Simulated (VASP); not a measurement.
# Cu in VASP: a series of runs

The runs below take Cu through single point, with PBE.

Program: VASP 6.6.1. These are calculated values, not measurements. Logs are shortened: lines on timing, memory, paths and dates and some standing lists are left out, and cuts for length are marked.

**1. The cell of the first run**

The typed cell holds 2 atoms: a = 3.848 Å, b = 3.848 Å, c = 2.535 Å, α = 90.00°, β = 139.40°, γ = 90.00°.

**2. Single point, PBE**

Contents of INCAR:

```
SYSTEM = Cu
PREC = Accurate
ENCUT = 520
EDIFF = 1E-6
ISMEAR = 0
SIGMA = 0.1
LREAL = .FALSE.
LASPH = .TRUE.
NELM = 80
ALGO = Fast
ISIF = 2
LWAVE = .FALSE.
LCHARG = .FALSE.
GGA = PE
ISYM = 0
NBANDS = 18
```

Contents of KPOINTS:

```
regular mesh
0
G
  9 9 20
  0 0 0
```

Contents of POSCAR:

```
Cu
1.0
    3.8482933033      0.0000000000     -0.0003412731
    0.0000000000      3.8482933184      0.0000000000
   -1.9242966978      0.0000000000      1.6497834661
Cu
2
Direct
    0.0000000000      0.0000000000      0.0000000000
    0.5000000000      0.5000000000      0.0000000000
```

Potentials or basis: VASP PAW PBE potentials, release 64 (Cu).

On the command line:

```console
$ cat potpaw_PBE.64/Cu/POTCAR > POTCAR
$ mpirun -np 1 vasp_std > vasp.out
```

OUTCAR:

```text
SYSTEM = Cu
   PREC = Accurate
   ENCUT = 520
   EDIFF = 1E-6
   ISMEAR = 0
   LREAL = .FALSE.
   LASPH = .TRUE.
   NELM = 80
   ISIF = 2
   GGA = PE
   ISYM = 0

 ion  position               nearest neighbor table
   1  0.000  0.000  0.000-   2 2.53   2 2.53   2 2.53   2 2.53   2 2.72   2 2.72   2 2.72   2 2.72

   2  0.500  0.500  0.000-   1 2.53   1 2.53   1 2.53   1 2.53   1 2.72   1 2.72   1 2.72   1 2.72

IMPORTANT INFORMATION: All symmetrisations will be switched off!
NOSYMM: (Re-)initialisation of all symmetry stuff for point group C_1.

----------------------------------------------------------------------------------------

                                     Primitive cell

  volume of cell :      24.4297

  direct lattice vectors                    reciprocal lattice vectors
     3.848293303  0.000000000 -0.000341273     0.259882335  0.000000000  0.303125064
     0.000000000  3.848293318  0.000000000     0.000000000  0.259855452  0.000000000
    -1.924296698  0.000000000  1.649783466     0.000053759  0.000000000  0.606202856

  length of vectors
     3.848293318  3.848293318  2.534699837     0.399278890  0.259855452  0.606202858

  position of ions in fractional coordinates (direct lattice)
     0.000000000  0.000000000  0.000000000
     0.500000000  0.500000000  0.000000000

  ion indices of the primitive-cell ions
   primitive index   ion index
                 1           1
                 2           2

----------------------------------------------------------------------------------------

 KPOINTS: regular mesh

Automatic generation of k-mesh.
 Grid dimensions read from file:
 generate k-points for:    9    9   20

 Generating k-lattice:

  Cartesian coordinates                     Fractional coordinates (reciprocal lattice)
     0.028875815  0.000000000  0.033680563     0.111111111  0.000000000  0.000000000
     0.000000000  0.028872828  0.000000000     0.000000000  0.111111111  0.000000000
     0.000002688  0.000000000  0.030310143     0.000000000  0.000000000  0.050000000

  Length of vectors
     0.044364321  0.028872828  0.030310143

  Shift w.r.t. Gamma in fractional coordinates (k-lattice)
     0.000000000  0.000000000  0.000000000

 Subroutine IBZKPT returns following result:
 ===========================================

 Found    811 irreducible k-points:

 Following reciprocal coordinates:
            Coordinates               Weight
  0.000000  0.000000  0.000000      1.000000
  0.111111  0.000000 -0.000000      2.000000
  0.222222  0.000000 -0.000000      2.000000
  0.333333  0.000000 -0.000000      2.000000
  0.444444  0.000000 -0.000000      2.000000
  0.000000  0.111111  0.000000      2.000000
[... 16 lines left out ...]
 -0.444444  0.222222  0.000000      2.000000
  0.000000  0.333333  0.000000      2.000000
 [... further k-points ...]
   k-points           NKPTS =    811   k-points in BZ     NKDIM =    811   number of bands    NBANDS=     18
   number of dos      NEDOS =    301   number of ions     NIONS =      2
   total plane-waves  NPLWV =  18000
   dimension x,y,z NGX =    30 NGY =   30 NGZ =   20
   dimension x,y,z NGXF=    60 NGYF=   60 NGZF=   40
   ions per type =               2
   NGX,Y,Z   is equivalent  to a cutoff of  12.96, 12.96, 13.12 a.u.
   NGXF,Y,Z  is equivalent  to a cutoff of  25.92, 25.92, 26.24 a.u.
 SYSTEM =  Cu
   PREC   = accura    normal or accurate (medium, high low for compatibility)
   ISTART =      0    job   : 0-new  1-cont  2-samecut
   ICHARG =      2    charge: 1-file 2-atom 10-const
   ISPIN  =      1    spin polarized calculation?
   LNONCOLLINEAR =      F non collinear calculations
   LSORBIT =      F    spin-orbit coupling
   LASPH  =      T    aspherical Exc in radial PAW
   ENCUT  =  520.0 eV  38.22 Ry    6.18 a.u.   7.16  7.16  4.71*2*pi/ulx,y,z
   NELM   =     80;   NELMIN=  2; NELMDL= -5     # of ELM steps
   EDIFF  = 0.1E-05   stopping-criterion for ELM
   LREAL  =      F    real-space projection
   EDIFFG = 0.1E-04   stopping-criterion for IOM
   NSW    =      0    number of steps for IOM
   IBRION =     -1    ionic relax: 0-MD 1-quasi-New 2-CG
   NFREE  =      0    steps in history (QN), initial steepest desc. (CG)
   ISIF   =      2    stress and relaxation
   ISYM   =      0    0-nonsym 1-usesym 2-fastsym
   POTIM  = 0.5000    time-step for ionic-motion
   TEBEG  =    0.0;   TEEND  =   0.0 temperature during run
   PSTRESS=    0.0 pullay stress
   NELECT =      22.0000    total number of electrons
   NUPDOWN=      -1.0000    fix difference up-down
   EMIN   =  10.00;   EMAX   =-10.00  energy-range for DOS
   EFERMI =   0.00;   METHOD = LEGACY
   ISMEAR =     0;   SIGMA  =   0.10  broadening in eV -4-tet -1-fermi 0-gaus
   EFERMI_NEDOS =   21; number of points for ismear=-14 and -15
   IALGO  =     68    algorithm
   IMIX   =      4    mixing-type and parameters
     AMIX     =   0.40;   BMIX     =  1.00
     AMIX_MAG =   1.60;   BMIX_MAG =  1.00
  volume/ion in A,a.u.               =      12.21        82.43
  Fermi-wavevector in a.u.,A,eV,Ry     =   1.580919  2.987504 34.005105  2.499305
  Thomas-Fermi vector in A             =   2.681073
   LORBIT       =      0    0 simple, 1 ext, 2 COOP (PROOUT), +10 PAW based schemes
   GGA     = PE    functional components
   LHFCALC =     F    Hartree Fock is set to
   AEXX    =    0.0000 exact exchange contribution
   IVDW    =     0    specifies the selected vdW correction
   LEPSILON=     F    determine dielectric tensor
   LRPA    =     F    only Hartree local field effects (RPA)
 non-spin polarized calculation
 RMM-DIIS sequential band-by-band and
 Gauss-broadening in eV      SIGMA  =   0.10
  energy-cutoff  :      520.00
  volume of cell :       24.43
 maximum number of plane-waves:       670
 NGX is ok and might be reduce to    30
   NGX = 15   NGY = 15   NGZ =  9

 number of electron      21.9999971 magnetization

 Free energy of the ion-electron system (eV)
  ---------------------------------------------------
  ext. energy  EPLUGINS =         0.00000000
  ---------------------------------------------------
  free energy    TOTEN  =        -7.41813733 eV

  energy without entropy =       -7.41470982  energy(sigma->0) =       -7.41642358

 E-fermi :   7.1912     XC(G=0): -12.5314

 val. band max:        7.1895304671   @ k =   0.4444   0.1111   0.5000
 cond. band min:       7.1947316703   @ k =   0.2222   0.2222   0.4500
 fundamental gap:      0.0052012032
 Fermi energy:         7.1912133150

 k-point     1 :       0.0000    0.0000    0.0000
  band No.  band energies     occupation
      1      -1.9194      2.00000
      2       2.4233      2.00000
      3       3.0560      2.00000
      4       4.0974      2.00000
      5       4.0979      2.00000
      6       4.6573      2.00000
[... 10 lines left out ...]
     17      28.3170      0.00000
     18      29.9591      0.00000

 k-point     2 :       0.1111    0.0000   -0.0000
  band No.  band energies     occupation
      1      -1.6087      2.00000
      2       2.5734      2.00000
      3       3.1279      2.00000
      4       4.0867      2.00000
      5       4.1591      2.00000
      6       4.6639      2.00000
[... 10 lines left out ...]
     17      27.9610      0.00000
     18      29.0379      0.00000

 k-point     3 :       0.2222    0.0000   -0.0000
  band No.  band energies     occupation
      1      -0.7062      2.00000
      2       2.9397      2.00000
      3       3.3145      2.00000
      4       4.0008      2.00000
      5       4.2168      2.00000
      6       4.4342      2.00000
[... 10 lines left out ...]
     17      24.9692      0.00000
     18      27.7833      0.00000

 k-point     4 :       0.3333    0.0000   -0.0000
  band No.  band energies     occupation
      1       0.6719      2.00000
      2       3.2698      2.00000
      3       3.5469      2.00000
      4       3.8236      2.00000
      5       3.9369      2.00000
      6       4.1424      2.00000
[... 10 lines left out ...]
     17      23.7686      0.00000
     18      29.1372      0.00000

 k-point     5 :       0.4444    0.0000   -0.0000
  band No.  band energies     occupation
      1       2.1843      2.00000
      2       3.1335      2.00000
      3       3.6811      2.00000
      4       3.6946      2.00000
      5       3.8086      2.00000
      6       4.0055      2.00000
[... 10 lines left out ...]
     17      25.1592      0.00000
     18      26.8993      0.00000

 k-point     6 :       0.0000    0.1111    0.0000
  band No.  band energies     occupation
      1      -1.7872      2.00000
      2       2.4018      2.00000
      3       3.0859      2.00000
      4       4.0648      2.00000
      5       4.1409      2.00000
      6       4.6431      2.00000
[... 10 lines left out ...]
     17      28.3616      0.00000
     18      29.5661      0.00000

 k-point     7 :       0.1111    0.1111   -0.0000
  band No.  band energies     occupation
      1      -1.4787      2.00000
      2       2.5588      2.00000
      3       3.1559      2.00000
      4       4.0863      2.00000
      5       4.1553      2.00000
      6       4.6788      2.00000
[... 10 lines left out ...]
     17      26.8783      0.00000
     18      30.4503      0.00000

 k-point     8 :      -0.1111    0.1111    0.0000
  band No.  band energies     occupation
      1      -1.4787      2.00000
      2       2.5588      2.00000
      3       3.1559      2.00000
      4       4.0863      2.00000
      5       4.1553      2.00000
      6       4.6788      2.00000
[... 10 lines left out ...]
     17      26.8783      0.00000
     18      30.3741      0.00000
[... 229 lines left out ...]
     17      28.0448      0.00000
     18      28.9615      0.00000

 k-point    20 :       0.3333    0.2222   -0.0000
  band No.  band energies     occupation
      1       1.0249      2.00000
      2       2.9726      2.00000
      3       3.6512      2.00000
      4       3.9990      2.00000
      5       4.0931      2.00000
      6       4.1146      2.00000
[... 10 lines left out ...]
     17      25.4629      0.00000
     18      28.3094      0.00000

 k-point    21 :      -0.3333    0.2222    0.0000
  band No.  band energies     occupation
      1       1.0249      2.00000
      2       2.9726      2.00000
      3       3.6512      2.00000
      4       3.9990      2.00000
      5       4.0931      2.00000
      6       4.1146      2.00000
[... 10 lines left out ...]
     17      25.4629      0.00000
     18      28.3094      0.00000

 k-point    22 :       0.4444    0.2222   -0.0000
  band No.  band energies     occupation
      1       2.1658      2.00000
      2       2.7294      2.00000
      3       3.8086      2.00000
      4       3.9150      2.00000
      5       4.2762      2.00000
      6       4.3263      2.00000
[... 10 lines left out ...]
     17      25.4356      0.00000
     18      26.8814      0.00000

 k-point    23 :      -0.4444    0.2222    0.0000
  band No.  band energies     occupation
      1       2.1658      2.00000
      2       2.7294      2.00000
      3       3.8086      2.00000
      4       3.9150      2.00000
      5       4.2762      2.00000
      6       4.3263      2.00000
[... 10 lines left out ...]
     17      25.4356      0.00000
     18      26.8814      0.00000

 k-point    24 :       0.0000    0.3333    0.0000
  band No.  band energies     occupation
      1      -0.7602      2.00000
      2       1.8458      2.00000
      3       3.3065      2.00000
      4       3.8270      2.00000
      5       4.4713      2.00000
      6       4.5002      2.00000
[... 10 lines left out ...]
     17      27.2483      0.00000
     18      27.6112      0.00000

 [... further k-points ...]

------------------------ aborting loop because EDIFF is reached ----------------------------------------

  FORCE on cell =-STRESS in cart. coord.  units (eV):
  Direction    XX          YY          ZZ          XY          YZ          ZX
  --------------------------------------------------------------------------------------
  -------------------------------------------------------------------------------------
  Total       -0.4007060     -0.4298922      0.1330159      0.0000031      0.0000054     -0.0035784
  in kB      -26.2795558    -28.1936826      8.7236036      0.0002055      0.0003523     -0.2346806
  external PRESSURE =     -15.2498783 kB  Pullay stress =       0.0000000 kB

 VOLUME and BASIS-vectors are now :
 -----------------------------------------------------------------------------
  energy-cutoff  :      520.00
  volume of cell :       24.43
      direct lattice vectors                 reciprocal lattice vectors
     3.848293303  0.000000000 -0.000341273     0.259882335  0.000000000  0.303125064
     0.000000000  3.848293318  0.000000000     0.000000000  0.259855452  0.000000000
    -1.924296698  0.000000000  1.649783466     0.000053759  0.000000000  0.606202856

 POSITION                                       TOTAL-FORCE (eV/Angst)
 -----------------------------------------------------------------------------------
      0.00000      0.00000      0.00000         0.000002     -0.000000     -0.000000
      1.92415      1.92415     -0.00017        -0.000002      0.000000      0.000000
 -----------------------------------------------------------------------------------
    total drift:                               -0.000002     -0.000006     -0.000004

  FREE ENERGIE OF THE ION-ELECTRON SYSTEM (eV)
  ---------------------------------------------------
  free  energy   TOTEN  =        -7.4181373323 eV

  energy  without entropy=       -7.4147098218  energy(sigma->0) =       -7.41642358
```

Wall time 8.7 min (1 thread of Intel Xeon 8259CL, shared host); peak memory 0.39 GiB.

Results:

```
Free energy            : -7.4181 eV
Pressure               : -1.5 GPa
Band gap on the k mesh : zero (bands 11 and 12 overlap by 6.15 eV)
```

Levels at points of the mesh, in eV from the Fermi level:
| k point | band 7 | band 8 | band 9 | band 10 | band 11 | band 12 | band 13 | band 14 | band 15 | band 16 |
| --- | --- | --- | --- | --- | --- | --- | --- | --- | --- | --- |
| (0.00, 0.00, 0.00) | -2.50 | -1.93 | -1.72 | -1.72 | -1.35 | 0.52 | 5.59 | 14.21 | 14.41 | 18.48 |
| (0.00, 0.00, 0.50) | -1.62 | -1.47 | -1.47 | -1.35 | 0.52 | 3.96 | 5.59 | 9.71 | 10.55 | 10.55 |

**3. Single point, PBE**

This run uses another cell than the first one, of 12.53 Å³/atom.

Contents of INCAR:

```
ALGO = Fast ; EDIFF = 1E-6
ENCUT = 520 ; GGA = PE
ISIF = 2 ; ISMEAR = 0
ISYM = 0 ; LASPH = T
LCHARG = F ; LREAL = F
LWAVE = F ; NBANDS = 18
NELM = 60 ; PREC = Accurate
SIGMA = 0.1
```

Contents of KPOINTS:

```
k-points
0
Gamma
  9 9 20
```

Contents of POSCAR:

```
Cu
1.0
    3.8482933184      0.0000000000      0.0000000000
    0.0000000000      3.8482933184      0.0000000000
   -1.9241466592      0.0000000000      1.6919630626
Cu
2
Direct
    0.0000000000      0.0000000000      0.0000000000
    0.5000000000      0.5000000000      0.0000000000
```

Potentials or basis: VASP PAW PBE potentials, release 64 (Cu).

On the command line:

```console
$ cat potpaw_PBE.64/Cu/POTCAR > POTCAR
$ mpirun -np 1 vasp_std > vasp.out
```

OUTCAR:

```text
EDIFF = 1E-6
   ENCUT = 520
   GGA = PE
   ISIF = 2
   ISMEAR = 0
   ISYM = 0
   LASPH = T
   LREAL = F
   NELM = 60
   PREC = Accurate

 ion  position               nearest neighbor table
   1  0.000  0.000  0.000-   2 2.56   2 2.56   2 2.56   2 2.56   2 2.72   2 2.72   2 2.72   2 2.72

   2  0.500  0.500  0.000-   1 2.56   1 2.56   1 2.56   1 2.56   1 2.72   1 2.72   1 2.72   1 2.72

IMPORTANT INFORMATION: All symmetrisations will be switched off!
[... 682 lines left out ...]

  FORCE on cell =-STRESS in cart. coord.  units (eV):
  Direction    XX          YY          ZZ          XY          YZ          ZX
  --------------------------------------------------------------------------------------
  -------------------------------------------------------------------------------------
  Total       -0.8994271     -0.9643749     -0.3611943      0.0000024     -0.0000040     -0.0146144
  in kB      -57.5107910    -61.6636580    -23.0953317      0.0001551     -0.0002533     -0.9344676
  external PRESSURE =     -47.4232602 kB  Pullay stress =       0.0000000 kB

 VOLUME and BASIS-vectors are now :
 -----------------------------------------------------------------------------
  energy-cutoff  :      520.00
  volume of cell :       25.06
      direct lattice vectors                 reciprocal lattice vectors
     3.848293318  0.000000000  0.000000000     0.259855452  0.000000000  0.295514725
     0.000000000  3.848293318  0.000000000     0.000000000  0.259855452  0.000000000
    -1.924146659  0.000000000  1.691963063     0.000000000  0.000000000  0.591029451

 POSITION                                       TOTAL-FORCE (eV/Angst)
 -----------------------------------------------------------------------------------
      0.00000      0.00000      0.00000         0.000002     -0.000000     -0.000003
      1.92415      1.92415      0.00000        -0.000002      0.000000      0.000003
 -----------------------------------------------------------------------------------
    total drift:                                0.000004     -0.000010      0.000000

  FREE ENERGIE OF THE ION-ELECTRON SYSTEM (eV)
  ---------------------------------------------------
  free  energy   TOTEN  =        -7.4141477196 eV

  energy  without entropy=       -7.4109629921  energy(sigma->0) =       -7.41255536
```

stdout:

```text
POSCAR found type information on POSCAR Cu
 POSCAR found :  1 types and       2 ions
 scaLAPACK will be used
 LDA part: xc-table for (Slater+PW92), standard interpolation
 -----------------------------------------------------------------------------
|                                                                             |
|           W    W    AA    RRRRR   N    N  II  N    N   GGGG   !!!           |
|           W    W   A  A   R    R  NN   N  II  NN   N  G    G  !!!           |
[... 14 lines left out ...]

 POSCAR, INCAR and KPOINTS ok, starting setup
 FFT: planning ... GRIDC
 FFT: planning ... GRID_SOFT
 FFT: planning ... GRID
 WAVECAR not read
 entering main loop
WARNING in EDDRMM: call to ZHEGV failed, returncode =   6  3     17
WARNING in EDDRMM: call to ZHEGV failed, returncode =   6  3     15
```

Run time: 13 min. Hardware: 1 thread of Intel Xeon 8259CL, shared host; peak memory 0.39 GiB.

Results:

```yaml
Free_energy: -7.4141 eV
Pressure: -4.7 GPa
Band_gap_on_the_k_mesh: zero (bands 11 and 12 overlap by 6.23 eV)
```

Stress tensor (GPa, compression positive):
```
-5.75  0.00 -0.09
 0.00 -6.17  0.00
-0.09  0.00 -2.31
```

Caveat: the cell stands under tension.
